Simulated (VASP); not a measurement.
# C (C2/m) in VASP: notebook

The runs below take C through single point, with LDA.

Program: VASP 6.6.1. These are calculated values, not measurements. Logs are shortened: lines on timing, memory, paths and dates and some standing lists are left out, and cuts for length are marked.

## Step 1: The cell of the first run

The structure is monoclinic, space group C2/m (No. 12). Conventional cell: a = 4.368 Å, b = 2.522 Å, c = 12.377 Å, α = 90.00°, β = 93.37°, γ = 90.00°. Within 2.1 Å of C (site symmetry m) lie 4 C at 1.54 Å. Within 2.1 Å of C (site symmetry m) lie 4 C at 1.54 Å. Within 2.1 Å of C (site symmetry m) lie 4 C at 1.54 Å. C (site symmetry m) has 4 C at 1.54 Å within 2.1 Å. Within 2.1 Å of C (site symmetry m) lie 4 C at 1.54 Å. Within 2.1 Å of C (site symmetry m) lie 4 C at 1.54 to 1.71 Å.

## Step 2: Single point, LDA (the part above a cut slid along it)

File INCAR:

```
ALGO = Normal
EDIFF = 1E-6
ENCUT = 520
GGA = CA
ISIF = 2
ISMEAR = 0
LASPH = True
LCHARG = False
LREAL = False
LWAVE = False
NBANDS = 36
NELM = 100
PREC = Accurate
SIGMA = 0.05
```

File KPOINTS:

```
k-points
0
Gamma
  10 10 2
```

File POSCAR:

```
C
1.0
    1.7834000000     -1.7834000000      0.0000000000
    1.7834000000      0.0000000000     -1.7834000000
   10.1058144400      5.6474927800      5.6474927800
C
12
Direct
    0.4409534733      0.4409534733      0.2708666667
   -0.0868298600     -0.0868298600      0.1042000000
   -0.0312631933     -0.0312631933      0.4375333333
    0.0243034733      0.0243034733      0.7708666667
    0.4965201400      0.4965201400      0.6042000000
   -0.4479131933     -0.4479131933      0.9375333333
    0.3367909733      0.3367909733      0.3958666667
    0.8090076400      0.8090076400      0.2292000000
   -0.1354256933     -0.1354256933      0.5625333333
   -0.0798590267     -0.0798590267      0.8958666667
   -0.6076423600     -0.6076423600      0.7292000000
    0.2812243067      0.2812243067      0.0625333333
```

Potentials or basis: VASP PAW LDA potentials, release 64 (C).

The run is started by

```sh
cat potpaw_LDA.64/C/POTCAR > POTCAR
mpirun -np 1 vasp_std > vasp.out
```

OUTCAR:

```text
EDIFF = 1E-6
   ENCUT = 520
   GGA = CA
   ISIF = 2
   ISMEAR = 0
   LASPH = True
   LREAL = False
   NELM = 100
   PREC = Accurate

 ion  position               nearest neighbor table
   1  0.441  0.441  0.271-   7 1.54   8 1.54   8 1.54   8 1.54
   2  0.913  0.913  0.104-   8 1.54  12 1.54  12 1.54  12 1.54
   3  0.969  0.969  0.438-   7 1.54   7 1.54   7 1.54   9 1.54
   4  0.024  0.024  0.771-  10 1.54  11 1.54  11 1.54  11 1.54
   5  0.497  0.497  0.604-  11 1.54   9 1.54   9 1.54   9 1.54
   6  0.552  0.552  0.938-  10 1.54  10 1.54  10 1.54  12 1.71
   7  0.337  0.337  0.396-   3 1.54   3 1.54   3 1.54   1 1.54
   8  0.809  0.809  0.229-   2 1.54   1 1.54   1 1.54   1 1.54
   9  0.865  0.865  0.563-   3 1.54   5 1.54   5 1.54   5 1.54
  10  0.920  0.920  0.896-   6 1.54   6 1.54   6 1.54   4 1.54
  11  0.392  0.392  0.729-   5 1.54   4 1.54   4 1.54   4 1.54
  12  0.281  0.281  0.063-   2 1.54   2 1.54   2 1.54   6 1.71

  LATTYP: Found a base centered monoclinic cell.
 ALAT       =     4.3684200073
 B/A-ratio  =     0.5773502692
 C/A-ratio  =     2.8333352943
 COS(beta)  =    -0.0588352534

  Lattice vectors:

 A1 = (   1.7834000000,  -1.7834000000,   0.0000000000)
 A2 = (   1.7834000000,   0.0000000000,  -1.7834000000)
 A3 = (   6.5390144400,   7.4308927800,   7.4308927800)

Analysis of symmetry for initial positions (statically):
=====================================================================
 Subroutine PRICEL returns:
 Original cell was already a primitive cell.

 Routine SETGRP: Setting up the symmetry group for a
 base centered monoclinic supercell.

 Subroutine GETGRP returns: Found  4 space group operations
 (whereof  2 operations were pure point group operations)
 out of a pool of  4 trial point group operations.

The static configuration has the point symmetry C_1h.
 The point group associated with its full space group is C_2h.

Analysis of symmetry for dynamics (positions and initial velocities):
=====================================================================
 Subroutine PRICEL returns:
 Original cell was already a primitive cell.

 Routine SETGRP: Setting up the symmetry group for a
 base centered monoclinic supercell.

 Subroutine GETGRP returns: Found  4 space group operations
[... 125 lines left out ...]
   LREAL  =      F    real-space projection
   EDIFFG = 0.1E-04   stopping-criterion for IOM
   NSW    =      0    number of steps for IOM
   IBRION =     -1    ionic relax: 0-MD 1-quasi-New 2-CG
   NFREE  =      0    steps in history (QN), initial steepest desc. (CG)
   ISIF   =      2    stress and relaxation
   ISYM   =      2    0-nonsym 1-usesym 2-fastsym
   POTIM  = 0.5000    time-step for ionic-motion
   TEBEG  =    0.0;   TEEND  =   0.0 temperature during run
   PSTRESS=    0.0 pullay stress
   NELECT =      48.0000    total number of electrons
   NUPDOWN=      -1.0000    fix difference up-down
   EMIN   =  10.00;   EMAX   =-10.00  energy-range for DOS
   EFERMI =   0.00;   METHOD = LEGACY
   ISMEAR =     0;   SIGMA  =   0.05  broadening in eV -4-tet -1-fermi 0-gaus
   EFERMI_NEDOS =   21; number of points for ismear=-14 and -15
   IALGO  =     38    algorithm
   IMIX   =      4    mixing-type and parameters
     AMIX     =   0.40;   BMIX     =  1.00
     AMIX_MAG =   1.60;   BMIX_MAG =  1.00
  volume/ion in A,a.u.               =       5.67        38.28
  Fermi-wavevector in a.u.,A,eV,Ry     =   1.457178  2.753668 28.890189  2.123369
  Thomas-Fermi vector in A             =   2.574010
   LORBIT       =      0    0 simple, 1 ext, 2 COOP (PROOUT), +10 PAW based schemes
   GGA     = CA    functional components
   LHFCALC =     F    Hartree Fock is set to
   AEXX    =    0.0000 exact exchange contribution
   IVDW    =     0    specifies the selected vdW correction
   LEPSILON=     F    determine dielectric tensor
   LRPA    =     F    only Hartree local field effects (RPA)
 non-spin polarized calculation
 Gauss-broadening in eV      SIGMA  =   0.05
  energy-cutoff  :      520.00
  volume of cell :       68.07
 maximum number of plane-waves:      1850
   NGX =  9   NGY =  9   NGZ = 47

 number of electron      47.9999995 magnetization

 Free energy of the ion-electron system (eV)
  ---------------------------------------------------
  ext. energy  EPLUGINS =         0.00000000
  ---------------------------------------------------
  free energy    TOTEN  =      -119.49309129 eV

  energy without entropy =     -119.49309129  energy(sigma->0) =     -119.49309129

 E-fermi :  10.4594     XC(G=0): -13.5173

 val. band max:       10.1483538586   @ k =   0.0000   0.0000   0.0000
 cond. band min:      10.8979271313   @ k =   0.5000   0.5000   0.0000
 fundamental gap:      0.7495732728
 Fermi energy:        10.4594310793

 k-point     1 :       0.0000    0.0000    0.0000
  band No.  band energies     occupation
      1     -11.5737      2.00000
      2     -10.8143      2.00000
      3     -10.7972      2.00000
      4      -8.5862      2.00000
      5      -8.5150      2.00000
      6      -5.7581      2.00000
[... 925 lines left out ...]
     35      19.2530      0.00000
     36      19.8951      0.00000

 [... further k-points ...]
[... 5 lines left out ...]
  --------------------------------------------------------------------------------------
  -------------------------------------------------------------------------------------
  Total        1.8192658     -8.0007091     -8.0007091      4.0607298     -4.3386121      4.0607298
  in kB       42.8232094   -188.3265416   -188.3265416     95.5844284   -102.1254242     95.5844284
  external PRESSURE =    -111.2766246 kB  Pullay stress =       0.0000000 kB

 VOLUME and BASIS-vectors are now :
 -----------------------------------------------------------------------------
  energy-cutoff  :      520.00
  volume of cell :       68.07
      direct lattice vectors                 reciprocal lattice vectors
     1.783400000 -1.783400000  0.000000000     0.147971104 -0.412755598  0.147971104
     1.783400000  0.000000000 -1.783400000     0.147971104  0.147971104 -0.412755598
    10.105814440  5.647492780  5.647492780     0.046727225  0.046727225  0.046727225

 POSITION                                       TOTAL-FORCE (eV/Angst)
 -----------------------------------------------------------------------------------
      4.31012      0.74332      0.74332        -0.020252      0.006951      0.006951
      4.31012     -1.04008     -1.04008        -0.156329      0.316450      0.316450
      7.87692      0.74332      0.74332        -0.006821      0.001348      0.001348
      7.87692      4.31012      4.31012        -0.397473      0.066012      0.066012
      7.87692      2.52672      2.52672        -0.041301      0.013128      0.013128
     11.44372      4.31012      4.31012        -4.156921      1.454347      1.454347
      5.20182      1.63502      1.63502         0.041301     -0.013128     -0.013128
      5.20182     -0.14838     -0.14838         0.397473     -0.066012     -0.066012
      8.76862      1.63502      1.63502         0.006821     -0.001348     -0.001348
     12.33542      3.41842      3.41842         0.156329     -0.316450     -0.316450
      8.76862      3.41842      3.41842         0.020252     -0.006951     -0.006951
      1.63502     -0.14838     -0.14838         4.156921     -1.454347     -1.454347
 -----------------------------------------------------------------------------------
    total drift:                               -0.000002      0.000009      0.000009

  FREE ENERGIE OF THE ION-ELECTRON SYSTEM (eV)
  ---------------------------------------------------
  free  energy   TOTEN  =      -119.4930912913 eV

  energy  without entropy=     -119.4930912913  energy(sigma->0) =     -119.49309129
```

stdout:

```text
POSCAR found type information on POSCAR C
 POSCAR found :  1 types and      12 ions
 scaLAPACK will be used
 LDA part: xc-table for (Slater(with rela. corr.)+CA(PZ))
 , standard interpolation
 POSCAR, INCAR and KPOINTS ok, starting setup
 FFT: planning ... GRIDC
 FFT: planning ... GRID_SOFT
 FFT: planning ... GRID
 WAVECAR not read
 entering main loop
```

It took 92 s on 1 thread of Intel Xeon Platinum 8488C (Sapphire Rapids), shared host; peak memory 0.21 GiB.

What came out:

* Free energy: -119.4931 eV
* Pressure: -11.1 GPa
* Largest force: 4.638 eV/Å
* Band gap on the k mesh: 0.75 eV (least direct gap 2.47 eV)

Forces on the atoms (eV/Å):
```
C   -0.020  0.007  0.007
C   -0.156  0.316  0.316
C   -0.007  0.001  0.001
C   -0.397  0.066  0.066
C   -0.041  0.013  0.013
C   -4.157  1.454  1.454
C    0.041 -0.013 -0.013
C    0.397 -0.066 -0.066
C    0.007 -0.001 -0.001
C    0.156 -0.316 -0.316
C    0.020 -0.007 -0.007
C    4.157 -1.454 -1.454
```

Levels at points of the mesh, in eV from the valence-band top:
| k point | band 20 | band 21 | band 22 | band 23 | band 24 | band 25 | band 26 | band 27 | band 28 | band 29 |
| --- | --- | --- | --- | --- | --- | --- | --- | --- | --- | --- |
| (0.00, 0.00, 0.00) | -1.37 | -1.10 | -0.69 | -0.41 | 0.00 | 4.66 | 5.38 | 5.39 | 5.75 | 5.90 |
| (0.50, 0.00, 0.00) | -4.96 | -4.33 | -3.90 | -3.47 | -3.36 | 4.40 | 4.61 | 5.06 | 5.38 | 5.54 |
| (0.50, 0.50, 0.00) | -4.40 | -4.40 | -4.34 | -3.22 | -1.72 | 0.75 | 4.30 | 4.76 | 4.76 | 5.95 |
| (0.00, 0.00, 0.50) | -1.48 | -0.83 | -0.74 | -0.69 | -0.60 | 4.99 | 5.26 | 5.39 | 5.90 | 6.08 |
| (0.50, 0.00, 0.50) | -5.42 | -4.54 | -4.15 | -3.51 | -2.97 | 4.44 | 4.48 | 4.98 | 5.14 | 5.26 |
| (0.50, 0.50, 0.50) | -5.26 | -3.71 | -3.60 | -3.53 | -1.86 | 0.85 | 4.27 | 4.52 | 5.32 | 5.60 |

Caveat: the cell differs from its parent crystal (the part above a cut slid along it); the stress differs along the axes, from -19 to 4 GPa; forces of over 1 eV/Å act on the atoms, so gaps and moduli don't describe the material at rest.

[end of part 1 of 2]
